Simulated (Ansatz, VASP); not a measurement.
# Two plane-wave programs on Mn

```
Mn
1.0
     0.00000    2.48764    2.48764
     2.48764    0.00000    2.48764
     2.48764    2.48764    0.00000
Mn
2
Cartesian
  0.6219 0.6219 0.6219
  4.3534 4.3534 4.3534
```

Alike in both runs: task single point; functional PBEsol; k mesh 18 × 18 × 18; occupations fermi-dirac, width 0.05 eV; collinear spin.

|  | VASP | Ansatz |
| --- | --- | --- |
| version | VASP 6.6.1 | Ansatz 0.2.0 |
| potentials or method | VASP PAW PBE potentials, release 64 (Mn_pv), cutoff 520 eV | plane waves (420 eV) with PAW, scalar-relativistic |
| valence electrons in the cell | 26 | 30 |

Ansatz gave:

- net moment per atom (μB): 0.00
- size of the moment on the site where the two differ most (μB): 1.52

Task: Estimate VASP's values.

Result: net moment per atom (μB): 0.00; size of the moment on the site where the two differ most (μB): 1.67.

VASP's potentials were made for PBE, not for PBEsol, and Ansatz warns of the same on its side. Site moments also hang on the region over which each program counts them. VASP's potentials hold 26 valence electrons a cell and Ansatz's 30, so a difference there can come from the potentials and not from the codes.
